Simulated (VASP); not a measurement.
# GaN (P-6m2) in VASP: settings compared

GaN is run at these levels: PBE-based screened hybrid with 25 % exact exchange, B3LYP, PBE-based screened hybrid with 40 % exact exchange, PBE-based screened hybrid with 50 % exact exchange; tasks: single point.

Program: VASP 6.6.1. These are calculated values, not measurements. Logs are shortened: lines on timing, memory, paths and dates and some standing lists are left out, and cuts for length are marked.

## (1) The cell of the first run

It takes space group P-6m2 (No. 187, hexagonal). Conventional cell: a = 2.925 Å, b = 2.925 Å, c = 2.647 Å, α = 90.00°, β = 90.00°, γ = 120.00°. Ga (site symmetry -6m2) has 6 N at 2.15 Å and 2 Ga at 2.65 Å within 2.8 Å. N (site symmetry -6m2) has 6 Ga at 2.15 Å and 2 N at 2.65 Å within 2.8 Å.

## (2) Single point, PBE-based screened hybrid with 25 % exact exchange

The input, POSCAR:

```
GaN
1.0
    2.9250260023      0.0000000000      0.0000000000
   -1.4625130011      2.5331468247      0.0000000000
    0.0000000000      0.0000000000      2.6472684999
Ga N
1 1
Direct
    0.6666666667      0.3333333333      0.5000000000
    0.0000000000      0.0000000000      0.0000000000
```

The input, INCAR.step1:

```
SYSTEM = GaN
PREC = Accurate ; ENCUT = 520
EDIFF = 1E-5 ; ISMEAR = -1
SIGMA = 0.05 ; LREAL = .FALSE.
LASPH = .TRUE. ; NELM = 100
ALGO = Normal ; ISIF = 2
LWAVE = .TRUE. ; LCHARG = .FALSE.
GGA = PE ; NBANDS = 16
```

The input, INCAR.step2:

```
SYSTEM = GaN
PREC = Accurate ; ENCUT = 520
EDIFF = 1E-7 ; ISMEAR = -1
SIGMA = 0.05 ; LREAL = .FALSE.
LASPH = .TRUE. ; NELM = 100
ALGO = Normal ; ISIF = 2
LWAVE = .FALSE. ; LCHARG = .FALSE.
GGA = PE ; LHFCALC = .TRUE.
AEXX = 0.25 ; HFSCREEN = 0.3
PRECFOCK = Normal ; ISTART = 1
NBANDS = 16
```

The input, KPOINTS:

```
regular mesh
0
G
  5 5 5
  0 0 0
```

Potentials or basis: VASP PAW PBE potentials, release 64 (Ga_d, N).

Run with:

```sh
> cat potpaw_PBE.64/Ga_d/POTCAR potpaw_PBE.64/N/POTCAR > POTCAR
> cp INCAR.step1 INCAR
> mpirun -np 1 vasp_std > vasp.out
> cp INCAR.step2 INCAR
> mpirun -np 1 vasp_std > vasp.out
```

OUTCAR:

```text
SYSTEM = GaN
   PREC = Accurate
   ENCUT = 520
   EDIFF = 1E-7
   ISMEAR = -1
   LREAL = .FALSE.
   LASPH = .TRUE.
   NELM = 100
   ISIF = 2
   GGA = PE
   LHFCALC = .TRUE.
   AEXX = 0.25
   HFSCREEN = 0.3
   PRECFOCK = Normal
   ISTART = 1

 ion  position               nearest neighbor table
   1  0.667  0.333  0.500-   2 2.15   2 2.15   2 2.15   2 2.15   2 2.15   2 2.15
   2  0.000  0.000  0.000-   1 2.15   1 2.15   1 2.15   1 2.15   1 2.15   1 2.15

  LATTYP: Found a hexagonal cell.
 ALAT       =     2.9250260023
 C/A-ratio  =     0.9050410143

  Lattice vectors:

 A1 = (   2.9250260023,   0.0000000000,   0.0000000000)
 A2 = (  -1.4625130011,   2.5331468247,   0.0000000000)
 A3 = (   0.0000000000,   0.0000000000,   2.6472684999)

Analysis of symmetry for initial positions (statically):
=====================================================================
 Subroutine PRICEL returns:
 Original cell was already a primitive cell.

 Routine SETGRP: Setting up the symmetry group for a
 hexagonal supercell.

 Subroutine GETGRP returns: Found 12 space group operations
 (whereof 12 operations were pure point group operations)
 out of a pool of 24 trial point group operations.

The static configuration has the point symmetry D_3h.

Analysis of symmetry for dynamics (positions and initial velocities):
=====================================================================
 Subroutine PRICEL returns:
 Original cell was already a primitive cell.

 Routine SETGRP: Setting up the symmetry group for a
 hexagonal supercell.

 Subroutine GETGRP returns: Found 12 space group operations
 (whereof 12 operations were pure point group operations)
 out of a pool of 24 trial point group operations.

The dynamic configuration has the point symmetry D_3h.

 Subroutine INISYM returns: Found 12 space group operations
 (whereof 12 operations are pure point group operations),
 and found     1 'primitive' translations

----------------------------------------------------------------------------------------

                                     Primitive cell

  volume of cell :      19.6150

  direct lattice vectors                    reciprocal lattice vectors
     2.925026002  0.000000000  0.000000000     0.341877303  0.197382953  0.000000000
    -1.462513001  2.533146825  0.000000000     0.000000000  0.394765905  0.000000000
     0.000000000  0.000000000  2.647268500     0.000000000  0.000000000  0.377747856

  length of vectors
     2.925026002  2.925026002  2.647268500     0.394765905  0.394765905  0.377747856

  position of ions in fractional coordinates (direct lattice)
     0.666666667  0.333333333  0.500000000
     0.000000000  0.000000000  0.000000000

  ion indices of the primitive-cell ions
   primitive index   ion index
                 1           1
                 2           2

----------------------------------------------------------------------------------------

 KPOINTS: regular mesh

Automatic generation of k-mesh.
 Grid dimensions read from file:
 generate k-points for:    5    5    5

 Generating k-lattice:

  Cartesian coordinates                     Fractional coordinates (reciprocal lattice)
     0.068375461  0.039476591  0.000000000     0.200000000  0.000000000  0.000000000
     0.000000000  0.078953181  0.000000000     0.000000000  0.200000000  0.000000000
     0.000000000  0.000000000  0.075549571     0.000000000  0.000000000  0.200000000

  Length of vectors
     0.078953181  0.078953181  0.075549571

  Shift w.r.t. Gamma in fractional coordinates (k-lattice)
     0.000000000  0.000000000  0.000000000

 Subroutine IBZKPT returns following result:
 ===========================================

 Found     15 irreducible k-points:

 Following reciprocal coordinates:
            Coordinates               Weight
  0.000000  0.000000  0.000000      1.000000
  0.200000  0.000000  0.000000      6.000000
  0.400000  0.000000  0.000000      6.000000
  0.200000  0.200000  0.000000      6.000000
  0.400000  0.200000  0.000000      6.000000
  0.000000  0.000000  0.200000      2.000000
  0.200000  0.000000  0.200000     12.000000
  0.400000  0.000000  0.200000     12.000000
  0.200000  0.200000  0.200000     12.000000
  0.400000  0.200000  0.200000     12.000000
  0.000000  0.000000  0.400000      2.000000
  0.200000  0.000000  0.400000     12.000000
  0.400000  0.000000  0.400000     12.000000
  0.200000  0.200000  0.400000     12.000000
  0.400000  0.200000  0.400000     12.000000
   k-points           NKPTS =     15   k-points in BZ     NKDIM =    125   number of bands    NBANDS=     16
   number of dos      NEDOS =    301   number of ions     NIONS =      2
   total plane-waves  NPLWV =  11520
   dimension x,y,z NGX =    24 NGY =   24 NGZ =   20
   dimension x,y,z NGXF=    48 NGYF=   48 NGZF=   40
   ions per type =               1   1
   NGX,Y,Z   is equivalent  to a cutoff of  13.64, 13.64, 12.56 a.u.
   NGXF,Y,Z  is equivalent  to a cutoff of  27.28, 27.28, 25.12 a.u.
 SYSTEM =  GaN
   PREC   = accura    normal or accurate (medium, high low for compatibility)
   ISTART =      1    job   : 0-new  1-cont  2-samecut
   ICHARG =      0    charge: 1-file 2-atom 10-const
   ISPIN  =      1    spin polarized calculation?
   LNONCOLLINEAR =      F non collinear calculations
   LSORBIT =      F    spin-orbit coupling
   LASPH  =      T    aspherical Exc in radial PAW
   ENCUT  =  520.0 eV  38.22 Ry    6.18 a.u.   5.44  5.44  4.92*2*pi/ulx,y,z
   NELM   =    100;   NELMIN=  2; NELMDL=  0     # of ELM steps
   EDIFF  = 0.1E-06   stopping-criterion for ELM
   LREAL  =      F    real-space projection
   EDIFFG = 0.1E-05   stopping-criterion for IOM
   NSW    =      0    number of steps for IOM
   IBRION =     -1    ionic relax: 0-MD 1-quasi-New 2-CG
   NFREE  =      0    steps in history (QN), initial steepest desc. (CG)
   ISIF   =      2    stress and relaxation
   ISYM   =      3    0-nonsym 1-usesym 2-fastsym
   POTIM  = 0.5000    time-step for ionic-motion
   TEBEG  =    0.0;   TEEND  =   0.0 temperature during run
   PSTRESS=    0.0 pullay stress
   NELECT =      18.0000    total number of electrons
   NUPDOWN=      -1.0000    fix difference up-down
   EMIN   =  10.00;   EMAX   =-10.00  energy-range for DOS
   EFERMI =   0.00;   METHOD = LEGACY
   ISMEAR =    -1;   SIGMA  =   0.05  broadening in eV -4-tet -1-fermi 0-gaus
   EFERMI_NEDOS =   21; number of points for ismear=-14 and -15
   IALGO  =     38    algorithm
   IMIX   =      1    mixing-type and parameters
     AMIX     =   0.40;   BMIX     =  1.00
     AMIX_MAG =   1.60;   BMIX_MAG =  1.00
  volume/ion in A,a.u.               =       9.81        66.18
  Fermi-wavevector in a.u.,A,eV,Ry     =   1.590876  3.006320 34.434796  2.530886
  Thomas-Fermi vector in A             =   2.689503
   LORBIT       =      0    0 simple, 1 ext, 2 COOP (PROOUT), +10 PAW based schemes
   GGA     = PE    functional components
   LHFCALC =     T    Hartree Fock is set to
   PRECFOCK=normal    Normal, Fast or Accurate (Low or Medium for compatibility)
   ENCUT4O =  -1.0   cutoff for four orbital integrals eV
   NKREDX  =     1    reduce k-point grid by
   NKREDY  =     1    reduce k-point grid by
   NKREDZ  =     1    reduce k-point grid by
   AEXX    =    0.2500 exact exchange contribution
   HFSCREEN=    0.3000 screening length (either q_TF or 0.3 A-1)
   HFSCREENC=   0.3000 screening length for correlation (either q_TF or 0.3 A-1)
   ENCUTFOCK=  -1.0 apply spherical cutoff to Coloumb kernel
   IVDW    =     0    specifies the selected vdW correction
   LEPSILON=     F    determine dielectric tensor
   LRPA    =     F    only Hartree local field effects (RPA)
 non-spin polarized calculation
  energy-cutoff  :      520.00
  volume of cell :       19.61
 maximum number of plane-waves:       549
 NGX is ok and might be reduce to    24
  NGX = 18; NGY = 18; NGZ = 16

 number of electron      17.9999994 magnetization

 Free energy of the ion-electron system (eV)
  ---------------------------------------------------
  ext. energy  EPLUGINS =         0.00000000
  ---------------------------------------------------
  free energy    TOTEN  =       -12.27859746 eV

  energy without entropy =      -12.27854985  energy(sigma->0) =      -12.27857365

 E-fermi :   8.3945     XC(G=0): -10.6106

 val. band max:        8.0251242380   @ k =   0.4000   0.2000   0.0000
 cond. band min:       8.6851048186   @ k =   0.0000   0.0000   0.0000
 fundamental gap:      0.6599805806
 Fermi energy:         8.3945247513

 k-point     1 :       0.0000    0.0000    0.0000
  band No.  band energies     occupation
      1     -11.6166      2.00000
      2      -9.9102      2.00000
      3      -9.7732      2.00000
      4      -9.7732      2.00000
      5      -9.4462      2.00000
      6      -9.4462      2.00000
[... 8 lines left out ...]
     15      25.6913      0.00000
     16      31.4855      0.00000

 k-point     2 :       0.2000    0.0000    0.0000
  band No.  band energies     occupation
      1     -11.0449      2.00000
      2      -9.8990      2.00000
      3      -9.6763      2.00000
      4      -9.6080      2.00000
      5      -9.5057      2.00000
      6      -9.4557      2.00000
[... 8 lines left out ...]
     15      27.2450      0.00000
     16      31.2178      0.00000

 k-point     3 :       0.4000    0.0000    0.0000
  band No.  band energies     occupation
      1     -10.4859      2.00000
      2      -9.8716      2.00000
      3      -9.5984      2.00000
      4      -9.5128      2.00000
      5      -9.4711      2.00000
      6      -8.3966      2.00000
[... 8 lines left out ...]
     15      28.8427      0.00000
     16      32.2268      0.00000
[... 191 lines left out ...]
 k-point    14 :       0.2000    0.2000    0.4000
  band No.  band energies     occupation
      1     -10.4352      2.00000
      2      -9.7950      2.00000
      3      -9.7463      2.00000
      4      -9.5852      2.00000
      5      -9.3571      2.00000
      6      -6.6359      2.00000
[... 8 lines left out ...]
     15      29.8567      0.00000
     16      30.2552      0.00000

 k-point    15 :       0.4000    0.2000    0.4000
  band No.  band energies     occupation
      1     -10.5050      2.00000
      2      -9.8513      2.00000
      3      -9.7683      2.00000
      4      -9.5361      2.00000
      5      -9.3134      2.00000
      6      -5.5769      2.00000
[... 8 lines left out ...]
     15      30.9492      0.00000
     16      31.6420      0.00000

------------------------ aborting loop because EDIFF is reached ----------------------------------------

  FORCE on cell =-STRESS in cart. coord.  units (eV):
  Direction    XX          YY          ZZ          XY          YZ          ZX
  --------------------------------------------------------------------------------------
  -------------------------------------------------------------------------------------
  Total        0.1083933      0.1083933      0.1325476      0.0000000      0.0000000      0.0000000
  in kB        8.8537058      8.8537058     10.8266598      0.0000000      0.0000000      0.0000000
  external PRESSURE =       9.5113571 kB  Pullay stress =       0.0000000 kB

 VOLUME and BASIS-vectors are now :
 -----------------------------------------------------------------------------
  energy-cutoff  :      520.00
  volume of cell :       19.61
      direct lattice vectors                 reciprocal lattice vectors
     2.925026002  0.000000000  0.000000000     0.341877303  0.197382953  0.000000000
    -1.462513001  2.533146825  0.000000000     0.000000000  0.394765905  0.000000000
     0.000000000  0.000000000  2.647268500     0.000000000  0.000000000  0.377747856

 POSITION                                       TOTAL-FORCE (eV/Angst)
 -----------------------------------------------------------------------------------
      1.46251      0.84438      1.32363         0.000000      0.000000      0.000000
      0.00000      0.00000      0.00000        -0.000000     -0.000000      0.000000
 -----------------------------------------------------------------------------------
    total drift:                                0.000002     -0.000002      0.000000

  FREE ENERGIE OF THE ION-ELECTRON SYSTEM (eV)
  ---------------------------------------------------
  free  energy   TOTEN  =       -12.2785974558 eV

  energy  without entropy=      -12.2785498495  energy(sigma->0) =      -12.27857365
```

Wall time 12 min (1 thread of Intel Xeon Platinum 8488C (Sapphire Rapids), shared host); peak memory 0.24 GiB.

Results:

| Quantity | Value |
| --- | --- |
| Free energy | -12.2786 eV |
| Pressure | 1.0 GPa |
| Band gap on the k mesh | 0.66 eV (least direct gap 2.00 eV) |

Levels at points of the mesh, in eV from the valence-band top:
```csv
k point,band 5,band 6,band 7,band 8,band 9,band 10,band 11,band 12,band 13,band 14
"(0.00, 0.00, 0.00)",-17.47,-17.47,-1.76,-1.34,-1.34,0.66,10.76,10.76,11.52,15.97
```

Caveat: the k points lie up to 0.50 Å⁻¹ apart; the PAW data sets were made with another functional, which shifts forces and pressure a little. A k mesh can miss the band edges.

## (3) Single point, B3LYP

This run uses another cell than the first one, of 10.14 Å³/atom.

The input, POSCAR:

```
GaN
1.0
    2.9609590303      0.0000000000      0.0000000000
   -1.4804795152      2.5642657398      0.0000000000
    0.0000000000      0.0000000000      2.6708532374
Ga N
1 1
Direct
    0.6666666667      0.3333333333      0.5000000000
    0.0000000000      0.0000000000      0.0000000000
```

The input, INCAR.step1:

```
ALGO = Normal
EDIFF = 1E-5
ENCUT = 520
GGA = PE
ISIF = 2
ISMEAR = -1
LASPH = T
LCHARG = F
LREAL = F
LWAVE = T
NBANDS = 16
NELM = 100
PREC = Accurate
SIGMA = 0.05
```

The input, INCAR.step2:

```
AEXX = 0.2
AGGAC = 0.81
AGGAX = 0.72
ALDAC = 0.19
ALGO = Normal
EDIFF = 1E-6
ENCUT = 520
GGA = B3
ISIF = 2
ISMEAR = -1
ISTART = 1
LASPH = T
LCHARG = F
LHFCALC = T
LREAL = F
LWAVE = F
NBANDS = 16
NELM = 100
PREC = Accurate
PRECFOCK = Normal
SIGMA = 0.05
```

The input, KPOINTS:

```
k-points
0
Gamma
  5 5 5
```

Potentials or basis: VASP PAW PBE potentials, release 64 (Ga_d, N).

Run with:

```sh
> cat potpaw_PBE.64/Ga_d/POTCAR potpaw_PBE.64/N/POTCAR > POTCAR
> cp INCAR.step1 INCAR
> mpirun -np 1 vasp_std > vasp.out
> cp INCAR.step2 INCAR
> mpirun -np 1 vasp_std > vasp.out
```

Run time: 8.7 min. Hardware: 1 thread of Intel Xeon Platinum 8488C (Sapphire Rapids), shared host; peak memory 0.14 GiB.

It converged, with:

| Item | Value |
| --- | --- |
| Free energy | -11.7198 eV |
| Pressure | 1.0 GPa |
| Band gap on the k mesh | 0.98 eV (least direct gap 2.28 eV) |

Stress tensor (GPa, compression positive):
```
0.93 0.00 0.00
0.00 0.93 0.00
0.00 0.00 1.16
```

Levels at points of the mesh, in eV from the valence-band top:
```
           k point  band 7  band 8  band 9  band 10  band 11  band 12
(0.00, 0.00, 0.00)   -1.63   -1.29   -1.29     0.98    11.15    11.15
```

Caveat: the k points lie up to 0.49 Å⁻¹ apart; the PAW data sets were made with another functional, which shifts forces and pressure a little. A k mesh can miss the band edges.

## (4) Single point, PBE-based screened hybrid with 40 % exact exchange

This run uses another cell than the first one, of 10.32 Å³/atom.

The input, POSCAR:

```
GaN
1.0
    2.9806400000      0.0000000000      0.0000000000
   -1.4903200000      2.5813100000      0.0000000000
    0.0000000000      0.0000000000      2.6833700000
Ga N
1 1
Direct
    0.6666700000      0.3333300000      0.5000000000
    0.0000000000      0.0000000000      0.0000000000
```

The input, INCAR.step1:

```
SYSTEM = GaN
ALGO = Normal
EDIFF = 1E-5
ENCUT = 520
GGA = PE
ISIF = 2
ISMEAR = -1
LASPH = .True.
LCHARG = .False.
LREAL = .False.
LWAVE = .True.
NBANDS = 16
NELM = 80
PREC = Accurate
SIGMA = 0.05
```

The input, INCAR.step2:

```
SYSTEM = GaN
AEXX = 0.4
ALGO = Normal
EDIFF = 1E-6
ENCUT = 520
GGA = PE
HFSCREEN = 0.2
ISIF = 2
ISMEAR = -1
ISTART = 1
LASPH = .True.
LCHARG = .False.
LHFCALC = .True.
LREAL = .False.
LWAVE = .False.
NBANDS = 16
NELM = 80
PREC = Accurate
PRECFOCK = Normal
SIGMA = 0.05
```

The input, KPOINTS:

```
k-points
0
Gamma
  5 5 5
  0 0 0
```

Run with:

```sh
> cat potpaw_PBE.64/Ga_d/POTCAR potpaw_PBE.64/N/POTCAR > POTCAR
> cp INCAR.step1 INCAR
> mpirun -np 1 vasp_std > vasp.out
> cp INCAR.step2 INCAR
> mpirun -np 1 vasp_std > vasp.out
```

It took 27 min on 1 thread of Intel Xeon Platinum 8259CL at 2.50GHz (Skylake/Cascade Lake), shared host; peak memory 0.24 GiB.

Results (log left out):

* Free energy: -14.2099 eV
* Pressure: -14.5 GPa
* Band gap on the k mesh: 1.06 eV (least direct gap 2.47 eV)

Levels at points of the mesh, in eV from the valence-band top:
| k point | band 5 | band 6 | band 7 | band 8 | band 9 | band 10 | band 11 | band 12 | band 13 | band 14 |
| --- | --- | --- | --- | --- | --- | --- | --- | --- | --- | --- |
| (0.00, 0.00, 0.00) | -19.09 | -19.09 | -1.71 | -1.41 | -1.41 | 1.06 | 11.50 | 11.50 | 12.36 | 16.61 |

Caveat: the k points lie up to 0.49 Å⁻¹ apart; the PAW data sets were made with another functional, which shifts forces and pressure a little.

## (5) Single point, PBE-based screened hybrid with 50 % exact exchange

This run uses another cell than the first one, of 10.32 Å³/atom.

POSCAR is that of step 4.

The input, INCAR.step1:

```
SYSTEM = GaN
ALGO = Normal
EDIFF = 1E-5
ENCUT = 520
GGA = PE
ISIF = 2
ISMEAR = -1
LASPH = .TRUE.
LCHARG = .FALSE.
LREAL = .FALSE.
LWAVE = .TRUE.
NBANDS = 16
NELM = 60
PREC = Accurate
SIGMA = 0.05
```

The input, INCAR.step2:

```
SYSTEM = GaN
AEXX = 0.5
ALGO = Normal
EDIFF = 1E-6
ENCUT = 520
GGA = PE
HFSCREEN = 0.2
ISIF = 2
ISMEAR = -1
ISTART = 1
LASPH = .TRUE.
LCHARG = .FALSE.
LHFCALC = .TRUE.
LREAL = .FALSE.
LWAVE = .FALSE.
NBANDS = 16
NELM = 60
PREC = Accurate
PRECFOCK = Normal
SIGMA = 0.05
```

The input, KPOINTS:

```
k-points
0
G
  5 5 5
  0 0 0
```

Run with:

```sh
> cat potpaw_PBE.64/Ga_d/POTCAR potpaw_PBE.64/N/POTCAR > POTCAR
> cp INCAR.step1 INCAR
> mpirun -np 1 vasp_std > vasp.out
> cp INCAR.step2 INCAR
> mpirun -np 1 vasp_std > vasp.out
```

Run time: 26 min. Hardware: 1 thread of Intel Xeon Platinum 8259CL at 2.50GHz (Skylake/Cascade Lake), shared host; peak memory 0.24 GiB.

It converged, with:

* Free energy: -15.2935 eV
* Pressure: -17.6 GPa
* Band gap on the k mesh: 1.55 eV (least direct gap 3.00 eV)

Stress tensor (GPa, compression positive):
```
-17.41   0.00   0.00
  0.00 -17.41   0.00
  0.00   0.00 -17.92
```

Levels at points of the mesh, in eV from the valence-band top:
| k point | band 7 | band 8 | band 9 | band 10 | band 11 | band 12 |
| --- | --- | --- | --- | --- | --- | --- |
| (0.00, 0.00, 0.00) | -1.76 | -1.44 | -1.44 | 1.56 | 12.12 | 12.12 |

Caveat: the k points lie up to 0.49 Å⁻¹ apart; the PAW data sets were made with another functional, which shifts forces and pressure a little.

## (6) The runs side by side

| level | cell | share of exact exchange | screening parameter | gap on the mesh (eV) | pressure (GPa) |
| --- | --- | --- | --- | --- | --- |
| PBE-based screened hybrid with 25 % exact exchange | a = 2.925, b = 2.925, c = 2.647 Å, angles 90.0, 90.0, 120.0°, 2 atoms | 0.25 | 0.3 1/Å | 0.66 | 1.0 |
| B3LYP | a = 2.961, b = 2.961, c = 2.671 Å, angles 90.0, 90.0, 120.0°, 2 atoms | 0.2 | - | 0.98 | 1.0 |
| PBE-based screened hybrid with 40 % exact exchange | a = 2.981, b = 2.981, c = 2.683 Å, angles 90.0, 90.0, 120.0°, 2 atoms | 0.4 | 0.2 1/Å | 1.06 | -14.5 |
| PBE-based screened hybrid with 50 % exact exchange | a = 2.981, b = 2.981, c = 2.683 Å, angles 90.0, 90.0, 120.0°, 2 atoms | 0.5 | 0.2 1/Å | 1.55 | -17.6 |

Alike in all rows: task single point; potentials or basis VASP PAW PBE potentials, release 64 (Ga_d, N); no spin polarisation; k mesh 5 × 5 × 5; cutoff (eV) 520; smearing fermi-dirac 0.05 eV.

Caveats: all runs use coarse meshes; the PAW data sets were made with another functional, which shifts forces and pressure a little.

Total energies depend on the potentials used, so only differences within one code and one set of settings carry meaning.
